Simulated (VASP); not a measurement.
# Ge (Fd-3m) in VASP: further runs

The runs below take Ge through single point, with LDA.

All numbers are computed with VASP 6.6.1; they aren't measurements. Logs are shortened: lines on timing, memory, paths and dates and some standing lists are left out, and cuts for length are marked.

### Step 1. The cell of the first run

It takes space group Fd-3m (No. 227, cubic). The conventional cell has a = 5.846 Å, b = 5.846 Å, c = 5.846 Å, α = 90.00°, β = 90.00°, γ = 90.00°. Ge (site symmetry -43m) has 4 Ge at 2.53 Å within 3.3 Å.

### Step 2. Single point, LDA (volume scaled by 1.12)

The input, INCAR:

```
  PREC = Accurate
  ENCUT = 520
  EDIFF = 1E-7
  ISMEAR = -1
  SIGMA = 0.05
  LREAL = F
  LASPH = T
  NELM = 60
  ALGO = Normal
  ISIF = 2
  LWAVE = F
  LCHARG = T
  LELF = T
  LVHAR = T
  NBANDS = 21
```

The input, KPOINTS:

```
regular mesh
0
Gamma
  9 9 9
```

The input, POSCAR:

```
Ge
1.0
    0.0000000000      2.9231407787      2.9231407787
    2.9231407787      0.0000000000      2.9231407787
    2.9231407787      2.9231407787      0.0000000000
Ge
2
Direct
    0.5000000000      0.5000000000      0.5000000000
    0.7500000000      0.7500000000      0.7500000000
```

Potentials or basis: VASP PAW LDA potentials, release 64 (Ge_d).

Command:

```sh
$ cat potpaw_LDA.64/Ge_d/POTCAR > POTCAR
$ mpirun -np 1 vasp_std > vasp.out
```

OUTCAR:

```text
PREC = Accurate
   ENCUT = 520
   EDIFF = 1E-7
   ISMEAR = -1
   LREAL = F
   LASPH = T
   NELM = 60
   ISIF = 2

 ion  position               nearest neighbor table
   1  0.500  0.500  0.500-   2 2.53   2 2.53   2 2.53   2 2.53
   2  0.750  0.750  0.750-   1 2.53   1 2.53   1 2.53   1 2.53

  LATTYP: Found a face centered cubic cell.
 ALAT       =     5.8462815574

  Lattice vectors:

 A1 = (   0.0000000000,   2.9231407787,   2.9231407787)
 A2 = (   2.9231407787,   0.0000000000,   2.9231407787)
 A3 = (   2.9231407787,   2.9231407787,   0.0000000000)

Analysis of symmetry for initial positions (statically):
=====================================================================
 Subroutine PRICEL returns:
 Original cell was already a primitive cell.

 Routine SETGRP: Setting up the symmetry group for a
 face centered cubic supercell.

 Subroutine GETGRP returns: Found 48 space group operations
 (whereof 24 operations were pure point group operations)
 out of a pool of 48 trial point group operations.

The static configuration has the point symmetry T_d .
 The point group associated with its full space group is O_h .

Analysis of symmetry for dynamics (positions and initial velocities):
=====================================================================
 Subroutine PRICEL returns:
 Original cell was already a primitive cell.

 Routine SETGRP: Setting up the symmetry group for a
 face centered cubic supercell.

 Subroutine GETGRP returns: Found 48 space group operations
 (whereof 24 operations were pure point group operations)
 out of a pool of 48 trial point group operations.

The dynamic configuration has the point symmetry T_d .
 The point group associated with its full space group is O_h .

 Subroutine INISYM returns: Found 48 space group operations
 (whereof 24 operations are pure point group operations),
 and found     1 'primitive' translations

----------------------------------------------------------------------------------------

                                     Primitive cell

  volume of cell :      49.9550

  direct lattice vectors                    reciprocal lattice vectors
     0.000000000  2.923140779  2.923140779    -0.171048895  0.171048895  0.171048895
     2.923140779  0.000000000  2.923140779     0.171048895 -0.171048895  0.171048895
     2.923140779  2.923140779  0.000000000     0.171048895  0.171048895 -0.171048895

  length of vectors
     4.133945334  4.133945334  4.133945334     0.296265377  0.296265377  0.296265377

  position of ions in fractional coordinates (direct lattice)
     0.500000000  0.500000000  0.500000000
     0.750000000  0.750000000  0.750000000

  ion indices of the primitive-cell ions
   primitive index   ion index
                 1           1
                 2           2

----------------------------------------------------------------------------------------

 KPOINTS: regular mesh

Automatic generation of k-mesh.
 Grid dimensions read from file:
 generate k-points for:    9    9    9

 Generating k-lattice:

  Cartesian coordinates                     Fractional coordinates (reciprocal lattice)
    -0.019005433  0.019005433  0.019005433     0.111111111  0.000000000  0.000000000
     0.019005433 -0.019005433  0.019005433     0.000000000  0.111111111  0.000000000
     0.019005433  0.019005433 -0.019005433     0.000000000  0.000000000  0.111111111

  Length of vectors
     0.032918375  0.032918375  0.032918375

  Shift w.r.t. Gamma in fractional coordinates (k-lattice)
     0.000000000  0.000000000  0.000000000

 Subroutine IBZKPT returns following result:
 ===========================================

 Found     35 irreducible k-points:

 Following reciprocal coordinates:
            Coordinates               Weight
  0.000000  0.000000  0.000000      1.000000
  0.111111  0.000000  0.000000      8.000000
  0.222222  0.000000  0.000000      8.000000
  0.333333  0.000000  0.000000      8.000000
  0.444444  0.000000  0.000000      8.000000
  0.111111  0.111111  0.000000      6.000000
[... 16 lines left out ...]
 -0.333333  0.333333  0.000000     12.000000
  0.444444  0.444444  0.000000      6.000000
 [... further k-points ...]
   k-points           NKPTS =     35   k-points in BZ     NKDIM =     35   number of bands    NBANDS=     21
   number of dos      NEDOS =    301   number of ions     NIONS =      2
   total plane-waves  NPLWV =  32768
   dimension x,y,z NGX =    32 NGY =   32 NGZ =   32
   dimension x,y,z NGXF=    64 NGYF=   64 NGZF=   64
   ions per type =               2
   NGX,Y,Z   is equivalent  to a cutoff of  12.87, 12.87, 12.87 a.u.
   NGXF,Y,Z  is equivalent  to a cutoff of  25.74, 25.74, 25.74 a.u.
 SYSTEM =  unknown system
   PREC   = accura    normal or accurate (medium, high low for compatibility)
   ISTART =      0    job   : 0-new  1-cont  2-samecut
   ICHARG =      2    charge: 1-file 2-atom 10-const
   ISPIN  =      1    spin polarized calculation?
   LNONCOLLINEAR =      F non collinear calculations
   LSORBIT =      F    spin-orbit coupling
   LASPH  =      T    aspherical Exc in radial PAW
   ENCUT  =  520.0 eV  38.22 Ry    6.18 a.u.   7.69  7.69  7.69*2*pi/ulx,y,z
   NELM   =     60;   NELMIN=  2; NELMDL= -5     # of ELM steps
   EDIFF  = 0.1E-06   stopping-criterion for ELM
   LREAL  =      F    real-space projection
   EDIFFG = 0.1E-05   stopping-criterion for IOM
   NSW    =      0    number of steps for IOM
   IBRION =     -1    ionic relax: 0-MD 1-quasi-New 2-CG
   NFREE  =      0    steps in history (QN), initial steepest desc. (CG)
   ISIF   =      2    stress and relaxation
   ISYM   =      2    0-nonsym 1-usesym 2-fastsym
   POTIM  = 0.5000    time-step for ionic-motion
   TEBEG  =    0.0;   TEEND  =   0.0 temperature during run
   PSTRESS=    0.0 pullay stress
   NELECT =      28.0000    total number of electrons
   NUPDOWN=      -1.0000    fix difference up-down
   EMIN   =  10.00;   EMAX   =-10.00  energy-range for DOS
   EFERMI =   0.00;   METHOD = LEGACY
   ISMEAR =    -1;   SIGMA  =   0.05  broadening in eV -4-tet -1-fermi 0-gaus
   EFERMI_NEDOS =   21; number of points for ismear=-14 and -15
   IALGO  =     38    algorithm
   IMIX   =      4    mixing-type and parameters
     AMIX     =   0.40;   BMIX     =  1.00
     AMIX_MAG =   1.60;   BMIX_MAG =  1.00
  volume/ion in A,a.u.               =      24.98       168.56
  Fermi-wavevector in a.u.,A,eV,Ry     =   1.349795  2.550742 24.789083  1.821946
  Thomas-Fermi vector in A             =   2.477352
   LORBIT       =      0    0 simple, 1 ext, 2 COOP (PROOUT), +10 PAW based schemes
   GGA     = CA    functional components
   LHFCALC =     F    Hartree Fock is set to
   AEXX    =    0.0000 exact exchange contribution
   IVDW    =     0    specifies the selected vdW correction
   LEPSILON=     F    determine dielectric tensor
   LRPA    =     F    only Hartree local field effects (RPA)
 non-spin polarized calculation
  energy-cutoff  :      520.00
  volume of cell :       49.96
 maximum number of plane-waves:      1363
   NGX = 15   NGY = 15   NGZ = 15

 number of electron      27.9999969 magnetization

 Free energy of the ion-electron system (eV)
  ---------------------------------------------------
  ext. energy  EPLUGINS =         0.00000000
  ---------------------------------------------------
  free energy    TOTEN  =       -10.26830561 eV

  energy without entropy =      -10.26588387  energy(sigma->0) =      -10.26709474

 E-fermi :   3.6562     XC(G=0):  -9.8347

 val. band max:        3.6250663812   @ k =   0.4444   0.0000   0.0000
 cond. band min:       3.8134570215   @ k =   0.0000   0.0000   0.0000
 fundamental gap:      0.1883906403
 Fermi energy:         3.6562190329

 k-point     1 :       0.0000    0.0000    0.0000
  band No.  band energies     occupation
      1     -21.0122      2.00000
      2     -21.0122      2.00000
      3     -21.0122      2.00000
      4     -20.9825      2.00000
      5     -20.9825      2.00000
      6     -20.8196      2.00000
[... 13 lines left out ...]
     20      13.0945      0.00000
     21      13.0945      0.00000

 k-point     2 :       0.1111    0.0000    0.0000
  band No.  band energies     occupation
      1     -21.0172      2.00000
      2     -21.0172      2.00000
      3     -21.0105      2.00000
      4     -20.9755      2.00000
      5     -20.9755      2.00000
      6     -20.8291      2.00000
[... 13 lines left out ...]
     20      12.3387      0.00000
     21      12.3387      0.00000

 k-point     3 :       0.2222    0.0000    0.0000
  band No.  band energies     occupation
      1     -21.0245      2.00000
      2     -21.0245      2.00000
      3     -21.0063      2.00000
      4     -20.9636      2.00000
      5     -20.9636      2.00000
      6     -20.8397      2.00000
[... 13 lines left out ...]
     20      11.9312      0.00000
     21      11.9312      0.00000

 k-point     4 :       0.3333    0.0000    0.0000
  band No.  band energies     occupation
      1     -21.0292      2.00000
      2     -21.0292      2.00000
      3     -21.0014      2.00000
      4     -20.9547      2.00000
      5     -20.9547      2.00000
      6     -20.8466      2.00000
[... 13 lines left out ...]
     20      12.5294      0.00000
     21      12.5294      0.00000

 k-point     5 :       0.4444    0.0000    0.0000
  band No.  band energies     occupation
      1     -21.0311      2.00000
      2     -21.0311      2.00000
      3     -20.9981      2.00000
      4     -20.9507      2.00000
      5     -20.9507      2.00000
      6     -20.8494      2.00000
[... 13 lines left out ...]
     20      13.9462      0.00000
     21      13.9462      0.00000

 k-point     6 :       0.1111    0.1111    0.0000
  band No.  band energies     occupation
      1     -21.0164      2.00000
      2     -21.0158      2.00000
      3     -21.0158      2.00000
      4     -20.9771      2.00000
      5     -20.9682      2.00000
      6     -20.8430      2.00000
[... 13 lines left out ...]
     20      11.3144      0.00000
     21      13.2932      0.00000

 k-point     7 :       0.2222    0.1111    0.0000
  band No.  band energies     occupation
      1     -21.0258      2.00000
      2     -21.0214      2.00000
      3     -21.0103      2.00000
      4     -20.9681      2.00000
      5     -20.9549      2.00000
      6     -20.8571      2.00000
[... 13 lines left out ...]
     20      11.8597      0.00000
     21      13.0048      0.00000
[... 291 lines left out ...]
      1     -21.0331      2.00000
      2     -21.0331      2.00000
      3     -21.0059      2.00000
      4     -20.9388      2.00000
      5     -20.9156      2.00000
      6     -20.9041      2.00000
[... 13 lines left out ...]
     20      14.7771      0.00000
     21      14.8869      0.00000

 k-point    21 :       0.4444    0.3333    0.0000
  band No.  band energies     occupation
      1     -21.0411      2.00000
      2     -21.0365      2.00000
      3     -20.9900      2.00000
      4     -20.9292      2.00000
      5     -20.9255      2.00000
      6     -20.8906      2.00000
[... 13 lines left out ...]
     20      14.6180      0.00000
     21      15.5861      0.00000

 k-point    22 :      -0.4444    0.3333    0.0000
  band No.  band energies     occupation
      1     -21.0496      2.00000
      2     -21.0388      2.00000
      3     -20.9724      2.00000
      4     -20.9256      2.00000
      5     -20.9132      2.00000
      6     -20.8923      2.00000
[... 13 lines left out ...]
     20      14.0009      0.00000
     21      15.5949      0.00000

 k-point    23 :      -0.3333    0.3333    0.0000
  band No.  band energies     occupation
      1     -21.0521      2.00000
      2     -21.0395      2.00000
      3     -20.9683      2.00000
      4     -20.9155      2.00000
      5     -20.9115      2.00000
      6     -20.8998      2.00000
[... 13 lines left out ...]
     20      12.5230      0.00000
     21      16.3258      0.00000

 k-point    24 :       0.4444    0.4444    0.0000
  band No.  band energies     occupation
      1     -21.0384      2.00000
      2     -21.0384      2.00000
      3     -20.9840      2.00000
      4     -20.9527      2.00000
      5     -20.9109      2.00000
      6     -20.8816      2.00000
[... 13 lines left out ...]
     20      15.0457      0.00000
     21      16.2866      0.00000

 [... further k-points ...]
[... 5 lines left out ...]
  --------------------------------------------------------------------------------------
  -------------------------------------------------------------------------------------
  Total       -1.9496972     -1.9496972     -1.9496972     -0.0000000      0.0000000     -0.0000000
  in kB      -62.5314600    -62.5314600    -62.5314600     -0.0000000      0.0000000     -0.0000000
  external PRESSURE =     -62.5314600 kB  Pullay stress =       0.0000000 kB

 VOLUME and BASIS-vectors are now :
 -----------------------------------------------------------------------------
  energy-cutoff  :      520.00
  volume of cell :       49.96
      direct lattice vectors                 reciprocal lattice vectors
     0.000000000  2.923140779  2.923140779    -0.171048895  0.171048895  0.171048895
     2.923140779  0.000000000  2.923140779     0.171048895 -0.171048895  0.171048895
     2.923140779  2.923140779  0.000000000     0.171048895  0.171048895 -0.171048895

 POSITION                                       TOTAL-FORCE (eV/Angst)
 -----------------------------------------------------------------------------------
      2.92314      2.92314      2.92314        -0.000000     -0.000000     -0.000000
      4.38471      4.38471      4.38471         0.000000      0.000000      0.000000
 -----------------------------------------------------------------------------------
    total drift:                               -0.000000     -0.000000      0.000000

  FREE ENERGIE OF THE ION-ELECTRON SYSTEM (eV)
  ---------------------------------------------------
  free  energy   TOTEN  =       -10.2683056130 eV

  energy  without entropy=      -10.2658838689  energy(sigma->0) =      -10.26709474
```

Wall time 10 s (1 thread of Intel Xeon 6975P-C (Granite Rapids), shared host); peak memory 0.16 GiB.

Results:

| Quantity | Value |
| --- | --- |
| Free energy | -10.2683 eV |
| Pressure | -6.3 GPa |
| Band gap on the k mesh | zero (band 14 reaches 3.81 eV, above the bottom of band 15 at 3.63 eV) |

Caveat: the cell differs from its parent crystal (volume scaled by 1.12).

### Step 3. Single point, LDA

This run uses another cell than the first one, of 22.30 Å³/atom, 0.893 times its volume.

The input, INCAR:

```
SYSTEM = Ge
ALGO     = Normal         ! electronic algorithm
EDIFF    = 1E-6           ! SCF threshold, eV
ENCUT    = 520            ! plane-wave cutoff, eV
ISIF     = 2              ! what is computed and relaxed
ISMEAR   = -1             ! smearing method
LASPH    = .TRUE.         ! aspherical terms in the spheres
LCHARG   = .TRUE.         ! write CHGCAR
LELF     = .TRUE.         ! ELF
LREAL    = .FALSE.        ! projectors in reciprocal space
LVHAR    = .TRUE.       
LWAVE    = .FALSE.        ! write WAVECAR
NBANDS   = 21             ! bands
NELM     = 100            ! most SCF steps
PREC     = Accurate       ! precision mode
SIGMA    = 0.05           ! smearing width, eV
```

The input, KPOINTS:

```
k-points
0
G
  2 2 2
  0 0 0
```

The input, POSCAR:

```
Ge
1.0
    0.0000000000      2.8147752533      2.8147752533
    2.8147752533      0.0000000000      2.8147752533
    2.8147752533      2.8147752533      0.0000000000
Ge
2
Direct
    0.5000000000      0.5000000000      0.5000000000
    0.7500000000      0.7500000000      0.7500000000
```

Potentials or basis: VASP PAW LDA potentials, release 64 (Ge_d).

Command:

```sh
$ cat potpaw_LDA.64/Ge_d/POTCAR > POTCAR
$ mpirun -np 1 vasp_std > vasp.out
```

Wall time 8.5 s (1 thread of Intel Xeon 8259CL, shared host); peak memory 0.13 GiB.

It converged, with:

```yaml
Free_energy: -7.3835 eV
Pressure: 11.4 GPa
Band_gap_on_the_k_mesh: 0.02 eV, direct
```

Levels at points of the mesh, in eV from the valence-band top:
```csv
k point,band 12,band 13,band 14,band 15,band 16,band 17
"(0.00, 0.00, 0.00)",0.00,0.00,0.00,0.02,2.44,2.44
"(0.50, 0.00, 0.00)",-7.75,-1.45,-1.45,0.06,3.62,3.62
"(0.50, 0.50, 0.00)",-8.99,-3.18,-3.18,0.52,0.52,9.49
```

Caveat: the k points lie up to 0.97 Å⁻¹ apart.
